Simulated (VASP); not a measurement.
Runs of VASP 6.6.1 on MnO2. The structure is that of space group P4_2/mnm (No. 136), or close to it. The cells are those of the table. 

```csv
task,cell,cutoff (eV),gap on the mesh (eV),pressure (GPa),moment (μB),largest force (eV/Å)
single point,"a = 4.402, b = 4.402, c = 2.914 Å, 6 atoms",520,0.32,5.9,0.00,0.03
single point,"a = 4.499, b = 4.499, c = 2.961 Å, 6 atoms",520,(a),-6.1,0.00,0.03
single point,"a = 4.467, b = 4.467, c = 2.946 Å, 6 atoms",520,(b),-2.6,0.00,0.03
single point,"a = 4.369, b = 4.369, c = 2.898 Å, 6 atoms",520,0.40,11.0,0.00,0.03
relaxation of shape and atoms at fixed volume,"relaxed from a = 4.372, b = 4.372, c = 2.894 Å, 6 atoms",600,0.40,10.7,0.00,-
```

Alike in all rows: level PBE+U; potentials or basis VASP PAW PBE potentials, release 64 (Mn_pv, O); spin collinear, antiferromagnetic start; Mn d U = 3.9 eV; k mesh 6 × 6 × 8; smearing gaussian 0.05 eV.

Problem. Estimate the missing entries.

Solution. (a) 0.07; (b) 0.15.

Caveats: the cell stands under pressure (at least some runs); the cell stands under tension (at least some runs).

A k mesh can miss the band edges.
